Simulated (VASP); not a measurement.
# Ti3C2 (P-3m1) in VASP: single point with PBEsol

Aim: the single point of Ti3C2 with PBEsol.

Program: VASP 6.6.1. These are calculated values, not measurements. Logs are shortened: lines on timing, memory, paths and dates and some standing lists are left out, and cuts for length are marked.

## (1) The cell of the first run

The structure is trigonal, space group P-3m1 (No. 164). Conventional cell: a = 3.042 Å, b = 3.042 Å, c = 14.985 Å, α = 90.00°, β = 90.00°, γ = 120.00°. Within 2.7 Å of Ti (site symmetry 3m) lie 3 C at 2.03 Å. Ti (site symmetry 3m) has 3 C at 2.07 Å within 2.7 Å. Ti (site symmetry -3m) has 6 C at 2.20 Å and 12 Ti at 2.92 to 3.04 Å within 3.1 Å. Within 2.8 Å of Ti (site symmetry -3m) lie 6 C at 2.15 Å. Within 2.7 Å of C (site symmetry 3m) lie 6 Ti at 2.03 to 2.20 Å. C (site symmetry 3m) has 6 Ti at 2.07 to 2.15 Å within 2.7 Å.

## (2) Single point, PBEsol (atoms displaced along a vibrational mode)

INCAR

```
SYSTEM = Ti3C2
PREC = Accurate ; ENCUT = 520
EDIFF = 1E-6 ; ISMEAR = 0
SIGMA = 0.15 ; LREAL = .False.
LASPH = .True. ; NELM = 100
ALGO = Normal ; ISIF = 2
LWAVE = .False. ; LCHARG = .True.
GGA = PS ; LELF = .True.
LVHAR = .True. ; NBANDS = 55
```

KPOINTS

```
regular mesh
0
Gamma
  18 18 4
  0 0 0
```

POSCAR

```
Ti3C2
1.0
    3.0420899491      0.0000000000      0.0000000000
   -1.5210449746      2.6345271765      0.0000000000
    0.0000000000      0.0000000000     14.9846493651
Ti C
6 4
Direct
    0.3333333333      0.6666666667      0.8441541951
    0.6666666667      0.3333333333      0.3434287349
    0.6666666667      0.3333333333      0.1558458049
    0.3333333333      0.6666666667      0.6565712651
    0.0000000000      0.0000000000      0.0000000000
    0.0000000000      0.0000000000      0.5000000000
    0.6666666667      0.3333333333      0.9118784831
    0.3333333333      0.6666666667      0.4168836053
    0.6666666667      0.3333333333      0.5831163947
    0.3333333333      0.6666666667      0.0881215169
```

Potentials or basis: VASP PAW PBE potentials, release 64 (Ti_sv, C).

Launch:

```sh
$ cat potpaw_PBE.64/Ti_sv/POTCAR potpaw_PBE.64/C/POTCAR > POTCAR
$ mpirun -np 1 vasp_std > vasp.out
```

OUTCAR:

```text
SYSTEM = Ti3C2
   PREC = Accurate
   ENCUT = 520
   EDIFF = 1E-6
   ISMEAR = 0
   LREAL = .False.
   LASPH = .True.
   NELM = 100
   ISIF = 2
   GGA = PS

 ion  position               nearest neighbor table
   1  0.333  0.667  0.844-   7 2.03   7 2.03   7 2.03   4 2.81
   2  0.667  0.333  0.343-   8 2.07   8 2.07   8 2.07   3 2.81
   3  0.667  0.333  0.156-  10 2.03  10 2.03  10 2.03   2 2.81
   4  0.333  0.667  0.657-   9 2.07   9 2.07   9 2.07   1 2.81
   5  0.000  0.000  0.000-   7 2.20  10 2.20   7 2.20  10 2.20   7 2.20  10 2.20
   6  0.000  0.000  0.500-   8 2.15   9 2.15   9 2.15   8 2.15   9 2.15   8 2.15
   7  0.667  0.333  0.912-   1 2.03   1 2.03   1 2.03   5 2.20   5 2.20   5 2.20
   8  0.333  0.667  0.417-   2 2.07   2 2.07   2 2.07   6 2.15   6 2.15   6 2.15
   9  0.667  0.333  0.583-   4 2.07   4 2.07   4 2.07   6 2.15   6 2.15   6 2.15
  10  0.333  0.667  0.088-   3 2.03   3 2.03   3 2.03   5 2.20   5 2.20   5 2.20

  LATTYP: Found a hexagonal cell.
 ALAT       =     3.0420899491
 C/A-ratio  =     4.9257745878

  Lattice vectors:

 A1 = (   3.0420899491,   0.0000000000,   0.0000000000)
 A2 = (  -1.5210449746,   2.6345271765,   0.0000000000)
 A3 = (   0.0000000000,   0.0000000000,  14.9846493651)

Analysis of symmetry for initial positions (statically):
=====================================================================
 Subroutine PRICEL returns:
 Original cell was already a primitive cell.

 Routine SETGRP: Setting up the symmetry group for a
 hexagonal supercell.

 Subroutine GETGRP returns: Found 12 space group operations
 (whereof 12 operations were pure point group operations)
 out of a pool of 24 trial point group operations.

The static configuration has the point symmetry D_3d.

Analysis of symmetry for dynamics (positions and initial velocities):
=====================================================================
 Subroutine PRICEL returns:
 Original cell was already a primitive cell.

 Routine SETGRP: Setting up the symmetry group for a
 hexagonal supercell.

 Subroutine GETGRP returns: Found 12 space group operations
 (whereof 12 operations were pure point group operations)
 out of a pool of 24 trial point group operations.

The dynamic configuration has the point symmetry D_3d.

 Subroutine INISYM returns: Found 12 space group operations
 (whereof 12 operations are pure point group operations),
 and found     1 'primitive' translations

[... 117 lines left out ...]
   ISYM   =      2    0-nonsym 1-usesym 2-fastsym
   POTIM  = 0.5000    time-step for ionic-motion
   TEBEG  =    0.0;   TEEND  =   0.0 temperature during run
   PSTRESS=    0.0 pullay stress
   NELECT =      88.0000    total number of electrons
   NUPDOWN=      -1.0000    fix difference up-down
   EMIN   =  10.00;   EMAX   =-10.00  energy-range for DOS
   EFERMI =   0.00;   METHOD = LEGACY
   ISMEAR =     0;   SIGMA  =   0.15  broadening in eV -4-tet -1-fermi 0-gaus
   EFERMI_NEDOS =   21; number of points for ismear=-14 and -15
   IALGO  =     38    algorithm
   IMIX   =      4    mixing-type and parameters
     AMIX     =   0.40;   BMIX     =  1.00
     AMIX_MAG =   1.60;   BMIX_MAG =  1.00
  volume/ion in A,a.u.               =      12.01        81.04
  Fermi-wavevector in a.u.,A,eV,Ry     =   1.475917  2.789079 29.637994  2.178331
  Thomas-Fermi vector in A             =   2.590508
   LORBIT       =      0    0 simple, 1 ext, 2 COOP (PROOUT), +10 PAW based schemes
   GGA     = PS    functional components
   LHFCALC =     F    Hartree Fock is set to
   AEXX    =    0.0000 exact exchange contribution
   IVDW    =     0    specifies the selected vdW correction
   LEPSILON=     F    determine dielectric tensor
   LRPA    =     F    only Hartree local field effects (RPA)
 non-spin polarized calculation
 Gauss-broadening in eV      SIGMA  =   0.15
  energy-cutoff  :      520.00
  volume of cell :      120.09
 maximum number of plane-waves:      3260
 NGX is ok and might be reduce to    24
   NGX = 11   NGY = 11   NGZ = 55

 number of electron      87.9999988 magnetization

 Free energy of the ion-electron system (eV)
  ---------------------------------------------------
  ext. energy  EPLUGINS =         0.00000000
  ---------------------------------------------------
  free energy    TOTEN  =       -96.18323962 eV

  energy without entropy =      -96.15187588  energy(sigma->0) =      -96.16755775

 E-fermi :   8.7974     XC(G=0): -12.1872

 val. band max:        8.7849849156   @ k =   0.1667   0.1667   0.5000
 cond. band min:       8.8032906886   @ k =   0.1111   0.0556   0.0000
 fundamental gap:      0.0183057730
 Fermi energy:         8.7974138136

 k-point     1 :       0.0000    0.0000    0.0000
  band No.  band energies     occupation
      1     -47.8989      2.00000
      2     -47.8921      2.00000
      3     -47.8340      2.00000
      4     -47.8151      2.00000
      5     -47.7037      2.00000
      6     -47.5899      2.00000
[... 1381 lines left out ...]
     54      11.5862      0.00000
     55      11.6833      0.00000

 [... further k-points ...]

------------------------ aborting loop because EDIFF is reached ----------------------------------------

  FORCE on cell =-STRESS in cart. coord.  units (eV):
  Direction    XX          YY          ZZ          XY          YZ          ZX
  --------------------------------------------------------------------------------------
  -------------------------------------------------------------------------------------
  Total        0.2963803      0.2963803      0.1819957     -0.0000000     -0.0000000      0.0000000
  in kB        3.9540172      3.9540172      2.4280090     -0.0000000     -0.0000000      0.0000000
  external PRESSURE =       3.4453478 kB  Pullay stress =       0.0000000 kB

 VOLUME and BASIS-vectors are now :
 -----------------------------------------------------------------------------
  energy-cutoff  :      520.00
  volume of cell :      120.09
      direct lattice vectors                 reciprocal lattice vectors
     3.042089949  0.000000000  0.000000000     0.328721378  0.189787376  0.000000000
    -1.521044975  2.634527176  0.000000000     0.000000000  0.379574752  0.000000000
     0.000000000  0.000000000 14.984649365     0.000000000  0.000000000  0.066734962

 POSITION                                       TOTAL-FORCE (eV/Angst)
 -----------------------------------------------------------------------------------
     -0.00000      1.75635     12.64935         0.000000      0.000000     -0.454027
      1.52104      0.87818      5.14616        -0.000000      0.000000      0.420003
      1.52104      0.87818      2.33529         0.000000      0.000000      0.454027
     -0.00000      1.75635      9.83849         0.000000     -0.000000     -0.420003
      0.00000      0.00000      0.00000         0.000000      0.000000      0.000000
      0.00000      0.00000      7.49232         0.000000      0.000000      0.000000
      1.52104      0.87818     13.66418         0.000000     -0.000000      0.746350
     -0.00000      1.75635      6.24685         0.000000      0.000000     -0.765602
      1.52104      0.87818      8.73779        -0.000000     -0.000000      0.765602
     -0.00000      1.75635      1.32047         0.000000      0.000000     -0.746350
 -----------------------------------------------------------------------------------
    total drift:                                0.000000     -0.000000      0.000000

  FREE ENERGIE OF THE ION-ELECTRON SYSTEM (eV)
  ---------------------------------------------------
  free  energy   TOTEN  =       -96.1832396233 eV

  energy  without entropy=      -96.1518758805  energy(sigma->0) =      -96.16755775
```

OSZICAR:

```text
N       E                     dE             d eps       ncg     rms          rms(c)
DAV:   1     0.126354047322E+04    0.12635E+04   -0.42549E+04 15180   0.197E+03
DAV:   2     0.901515755768E+02   -0.11734E+04   -0.11439E+04 15180   0.613E+02
[... 10 lines left out ...]
DAV:  13    -0.961842448636E+02   -0.15121E-02   -0.47316E-02 20936   0.174E+00    0.357E-01
DAV:  14    -0.961833856367E+02    0.85923E-03   -0.89240E-03 21871   0.766E-01    0.165E-01
DAV:  15    -0.961832182333E+02    0.16740E-03   -0.28647E-03 25178   0.424E-01    0.361E-02
DAV:  16    -0.961832363066E+02   -0.18073E-04   -0.52472E-04 21486   0.141E-01    0.215E-02
DAV:  17    -0.961832396724E+02   -0.33658E-05   -0.37778E-05 21489   0.469E-02    0.147E-02
DAV:  18    -0.961832393226E+02    0.34987E-06   -0.14122E-05 19448   0.297E-02    0.236E-03
DAV:  19    -0.961832396233E+02   -0.30074E-06   -0.13893E-06 11200   0.895E-03
   1 F= -.96183240E+02 E0= -.96167558E+02  d E =-.313637E-01
```

stdout:

```text
POSCAR found type information on POSCAR TiC
 POSCAR found :  2 types and      10 ions
 scaLAPACK will be used
 -----------------------------------------------------------------------------
|                                                                             |
|                                                                             |
|     You enforced a specific xc type in the INCAR file but a different       |
|     I HOPE YOU KNOW WHAT YOU ARE DOING!                                     |
|                                                                             |
 -----------------------------------------------------------------------------

 LDA part: xc-table for (Slater+PW92), standard interpolation
 POSCAR, INCAR and KPOINTS ok, starting setup
 FFT: planning ... GRIDC
 FFT: planning ... GRID_SOFT
 FFT: planning ... GRID
 WAVECAR not read
 entering main loop
```

It took 9.8 min on 1 thread of Intel Xeon 6975P-C (Granite Rapids), shared host; peak memory 0.7 GiB.

What came out:

```
Free energy            : -96.1832 eV
Pressure               : 0.3 GPa
Largest force          : 0.766 eV/Å
Band gap on the k mesh : zero (bands 44 and 45 overlap by 0.65 eV)
```

Forces in eV/Å, atoms in the order of the input:
```
Ti   0.000  0.000 -0.454
Ti   0.000  0.000  0.420
Ti   0.000  0.000  0.454
Ti   0.000  0.000 -0.420
Ti   0.000  0.000  0.000
Ti   0.000  0.000  0.000
C    0.000  0.000  0.746
C    0.000  0.000 -0.766
C    0.000  0.000  0.766
C    0.000  0.000 -0.746
```

Caveat: the cell differs from its parent crystal (atoms displaced along a vibrational mode); the PAW data sets were made with another functional, which shifts forces and pressure a little.
